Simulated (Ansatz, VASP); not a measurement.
**Two plane-wave programs on KF**

Contents of INCAR:

```
SYSTEM = KF
PREC     = Accurate       ! precision mode
ENCUT    = 520            ! plane-wave cutoff, eV
EDIFF    = 1E-7           ! SCF threshold, eV
ISMEAR   = 0              ! smearing method
SIGMA    = 0.05           ! smearing width, eV
LREAL    = .FALSE.        ! projectors in reciprocal space
LASPH    = .TRUE.         ! aspherical terms in the spheres
NELM     = 100            ! most SCF steps
ALGO     = Normal         ! electronic algorithm
ISIF     = 2              ! what is computed and relaxed
LWAVE    = .FALSE.        ! write WAVECAR
LCHARG   = .FALSE.        ! write CHGCAR
GGA      = PE             ! functional
NBANDS   = 15             ! bands
```

Contents of KPOINTS:

```
regular mesh
0
G
  8 8 8
  0 0 0
```

POSCAR

```
KF
1.0
    0.0000000000      2.8071750000      2.6066625000
    2.8071750000      0.0000000000      2.6066625000
    2.8071750000      2.8071750000      0.0000000000
K F
1 1
Direct
    0.0000000000      0.0000000000      0.0000000000
    0.5000000000      0.5000000000      0.5000000000
```

Input for Ansatz:

```yaml
crystal:
  lattice:
    - [0.0, 2.807175, 2.6066625]
    - [2.807175, 0.0, 2.6066625]
    - [2.807175, 2.807175, 0.0]
  atoms:
    - { symbol: K, position: [0.0, 0.0, 0.0] }
    - { symbol: F, position: [0.5, 0.5, 0.5] }
basis:
  ecutwfc: 420
kpoints:
  mp_grid: { grid: [8, 8, 8] }
hamiltonian:
  xc: pbe
scf:
  occupations: { method: gaussian, width: 0.05 }
output:
  forces: true
  stress: true
  eigenvalues: true
```

Change from the starting cell: strain +0.050 along x and y, -0.025 along z, atoms carried along.

Alike in both runs: task single point; functional PBE; k mesh 8 × 8 × 8; occupations gaussian, width 0.05 eV; no spin polarisation.

```csv
,VASP,Ansatz
version,VASP 6.6.1,Ansatz 0.2.0
potentials or method,"VASP PAW PBE potentials, release 64 (K_sv, F), cutoff 520 eV","scalar-relativistic, plane waves, PAW"
valence electrons in the cell,16,16
```

Ansatz gave:

* gap on the k mesh at the Fermi level (eV): 5.72
* least direct gap on the mesh (eV): 5.72
* pressure (GPa): -0.4
* traceless stress, the component that is largest in VASP (GPa): 2.18

Task: What did VASP give for the same quantities?

Result: gap on the k mesh at the Fermi level (eV): 5.71; least direct gap on the mesh (eV): 5.71; pressure (GPa): -0.4; traceless stress, the component that is largest in VASP (GPa): 2.27.
